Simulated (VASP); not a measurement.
# K (Pm-3m) in VASP: density of states with PBE

Aim: the density of states of K with PBE.

Everything below comes from runs of VASP 6.6.1. Logs are shortened: lines on timing, memory, paths and dates and some standing lists are left out, and cuts for length are marked.

### Step 1. The cell of the first run

The structure is cubic, space group Pm-3m (No. 221). Conventional cell: a = 6.385 Å, b = 6.385 Å, c = 6.385 Å, α = 90.00°, β = 90.00°, γ = 90.00°.

### Step 2. Density of states, PBE

POSCAR reads:

```
K
1.0
    6.3851780213      0.0000000000      0.0000000000
    0.0000000000      6.3851780213      0.0000000000
    0.0000000000      0.0000000000      6.3851780213
K
3
Direct
    0.0000000000      0.5000000000      0.5000000000
    0.5000000000      0.0000000000      0.5000000000
    0.5000000000      0.5000000000      0.0000000000
```

INCAR.step1 reads:

```
SYSTEM = K
  PREC = Accurate
  ENCUT = 520
  EDIFF = 1E-6
  ISMEAR = 0
  SIGMA = 0.1
  LREAL = .FALSE.
  LASPH = .TRUE.
  NELM = 80
  ALGO = Fast
  ISIF = 2
  LWAVE = .FALSE.
  LCHARG = .TRUE.
  GGA = PE
  NBANDS = 20
```

KPOINTS.step1 reads:

```
regular mesh
0
G
  8 8 8
  0 0 0
```

INCAR.step2 reads:

```
SYSTEM = K
  PREC = Accurate
  ENCUT = 520
  EDIFF = 1E-6
  ISMEAR = -5
  SIGMA = 0.1
  LREAL = .FALSE.
  LASPH = .TRUE.
  NELM = 80
  ALGO = Fast
  ISIF = 2
  LWAVE = .FALSE.
  LCHARG = .FALSE.
  GGA = PE
  LORBIT = 10
  NBANDS = 20
  NEDOS = 1001
  ICHARG = 11
```

KPOINTS.step2 reads:

```
regular mesh
0
G
  12 12 12
  0 0 0
```

Potentials or basis: VASP PAW PBE potentials, release 64 (K_sv).

On the command line:

```sh
> cat potpaw_PBE.64/K_sv/POTCAR > POTCAR
> cp INCAR.step1 INCAR
> cp KPOINTS.step1 KPOINTS
> mpirun -np 1 vasp_std > vasp.out
> cp INCAR.step2 INCAR
> cp KPOINTS.step2 KPOINTS
> mpirun -np 1 vasp_std > vasp.out
```

OUTCAR:

```text
SYSTEM = K
   PREC = Accurate
   ENCUT = 520
   EDIFF = 1E-6
   ISMEAR = -5
   LREAL = .FALSE.
   LASPH = .TRUE.
   NELM = 80
   ISIF = 2
   GGA = PE
   LORBIT = 10
   ICHARG = 11

 ion  position               nearest neighbor table
   1  0.000  0.500  0.500-
   2  0.500  0.000  0.500-
   3  0.500  0.500  0.000-

  LATTYP: Found a simple cubic cell.
 ALAT       =     6.3851780213

  Lattice vectors:

 A1 = (   6.3851780213,   0.0000000000,   0.0000000000)
 A2 = (   0.0000000000,   6.3851780213,   0.0000000000)
 A3 = (   0.0000000000,   0.0000000000,   6.3851780213)

Analysis of symmetry for initial positions (statically):
=====================================================================
 Subroutine PRICEL returns:
 Original cell was already a primitive cell.

 Routine SETGRP: Setting up the symmetry group for a
 simple cubic supercell.

 Subroutine GETGRP returns: Found 48 space group operations
 (whereof 48 operations were pure point group operations)
 out of a pool of 48 trial point group operations.

The static configuration has the point symmetry O_h .

Analysis of symmetry for dynamics (positions and initial velocities):
=====================================================================
 Subroutine PRICEL returns:
 Original cell was already a primitive cell.

 Routine SETGRP: Setting up the symmetry group for a
 simple cubic supercell.

 Subroutine GETGRP returns: Found 48 space group operations
 (whereof 48 operations were pure point group operations)
 out of a pool of 48 trial point group operations.

The dynamic configuration has the point symmetry O_h .

 Subroutine INISYM returns: Found 48 space group operations
 (whereof 48 operations are pure point group operations),
 and found     1 'primitive' translations

----------------------------------------------------------------------------------------

                                     Primitive cell

  volume of cell :     260.3269

  direct lattice vectors                    reciprocal lattice vectors
     6.385178021  0.000000000  0.000000000     0.156612705  0.000000000  0.000000000
     0.000000000  6.385178021  0.000000000     0.000000000  0.156612705  0.000000000
     0.000000000  0.000000000  6.385178021     0.000000000  0.000000000  0.156612705

  length of vectors
     6.385178021  6.385178021  6.385178021     0.156612705  0.156612705  0.156612705
[... 85 lines left out ...]
   EDIFF  = 0.1E-05   stopping-criterion for ELM
   LREAL  =      F    real-space projection
   EDIFFG = 0.1E-04   stopping-criterion for IOM
   NSW    =      0    number of steps for IOM
   IBRION =     -1    ionic relax: 0-MD 1-quasi-New 2-CG
   NFREE  =      0    steps in history (QN), initial steepest desc. (CG)
   ISIF   =      2    stress and relaxation
   ISYM   =      2    0-nonsym 1-usesym 2-fastsym
   POTIM  = 0.5000    time-step for ionic-motion
   TEBEG  =    0.0;   TEEND  =   0.0 temperature during run
   PSTRESS=    0.0 pullay stress
   NELECT =      27.0000    total number of electrons
   NUPDOWN=      -1.0000    fix difference up-down
   EMIN   =  10.00;   EMAX   =-10.00  energy-range for DOS
   EFERMI =   0.00;   METHOD = LEGACY
   ISMEAR =    -5;   SIGMA  =   0.10  broadening in eV -4-tet -1-fermi 0-gaus
   EFERMI_NEDOS =   21; number of points for ismear=-14 and -15
   IALGO  =     68    algorithm
   IMIX   =      4    mixing-type and parameters
     AMIX     =   0.40;   BMIX     =  1.00
     AMIX_MAG =   1.60;   BMIX_MAG =  1.00
  volume/ion in A,a.u.               =      86.78       585.59
  Fermi-wavevector in a.u.,A,eV,Ry     =   0.769171  1.453523  8.049540  0.591625
  Thomas-Fermi vector in A             =   1.870103
   LORBIT       =     10    0 simple, 1 ext, 2 COOP (PROOUT), +10 PAW based schemes
   GGA     = PE    functional components
   LHFCALC =     F    Hartree Fock is set to
   AEXX    =    0.0000 exact exchange contribution
   IVDW    =     0    specifies the selected vdW correction
   LEPSILON=     F    determine dielectric tensor
   LRPA    =     F    only Hartree local field effects (RPA)
 non-spin polarized calculation
 RMM-DIIS sequential band-by-band and
 Fermi weights with tetrahedron method with Bloechl corrections
  energy-cutoff  :      520.00
  volume of cell :      260.33
 maximum number of plane-waves:      7088
 NGX is ok and might be reduce to    48

 number of electron      26.9999995 magnetization

 Free energy of the ion-electron system (eV)
  ---------------------------------------------------
  ext. energy  EPLUGINS =         0.00000000
  ---------------------------------------------------
  free energy    TOTEN  =        -2.80551228 eV

  energy without entropy =       -2.80551228  energy(sigma->0) =       -2.80551228

 E-fermi :  -0.4181     XC(G=0):  -5.2138

 val. band max:       -0.3927952272   @ k =   0.4167   0.4167   0.0833
 cond. band min:      -0.4731972291   @ k =   0.5000   0.5000   0.0000
 fundamental gap:     -0.0804020019
 Fermi energy:        -0.4181086926

 k-point     1 :       0.0000    0.0000    0.0000
  band No.  band energies     occupation
      1     -32.7447      2.00000
      2     -32.7382      2.00000
      3     -32.7382      2.00000
      4     -16.2553      2.00000
      5     -16.2553      2.00000
      6     -16.2553      2.00000
[... 541 lines left out ...]
     19       2.0504      0.00000
     20       2.4296      0.00000

 [... further k-points ...]
[... 5 lines left out ...]
  --------------------------------------------------------------------------------------
  -------------------------------------------------------------------------------------
  Total       -0.0104671     -0.0104671     -0.0104671      0.0000000      0.0000000      0.0000000
  in kB       -0.0644194     -0.0644194     -0.0644194      0.0000000      0.0000000      0.0000000
  external PRESSURE =      -0.0644194 kB  Pullay stress =       0.0000000 kB

 VOLUME and BASIS-vectors are now :
 -----------------------------------------------------------------------------
  energy-cutoff  :      520.00
  volume of cell :      260.33
      direct lattice vectors                 reciprocal lattice vectors
     6.385178021  0.000000000  0.000000000     0.156612705  0.000000000  0.000000000
     0.000000000  6.385178021  0.000000000     0.000000000  0.156612705  0.000000000
     0.000000000  0.000000000  6.385178021     0.000000000  0.000000000  0.156612705

 POSITION                                       TOTAL-FORCE (eV/Angst)
 -----------------------------------------------------------------------------------
      0.00000      3.19259      3.19259         0.000000      0.000000      0.000000
      3.19259      0.00000      3.19259         0.000000      0.000000      0.000000
      3.19259      3.19259      0.00000         0.000000      0.000000      0.000000
 -----------------------------------------------------------------------------------
    total drift:                                0.000000     -0.000000     -0.000000

  FREE ENERGIE OF THE ION-ELECTRON SYSTEM (eV)
  ---------------------------------------------------
  free  energy   TOTEN  =        -2.8055122844 eV

  energy  without entropy=       -2.8055122844  energy(sigma->0) =       -2.80551228

 total charge

# of ion       s       p       d       tot
------------------------------------------
    1        1.982   5.552   0.004   7.538
    2        1.982   5.552   0.004   7.538
    3        1.982   5.552   0.004   7.538
--------------------------------------------------
tot          5.947  16.656   0.012  22.615
```

Wall time 8.5 min (1 thread of Intel Xeon Platinum 8488C (Sapphire Rapids), shared host); peak memory 0.5 GiB.

What came out:

```yaml
Valence_electrons_inside_the_program's_atomic_spheres: K 7.54
```

Caveat: tetrahedron occupations give inexact forces and stress in metals.
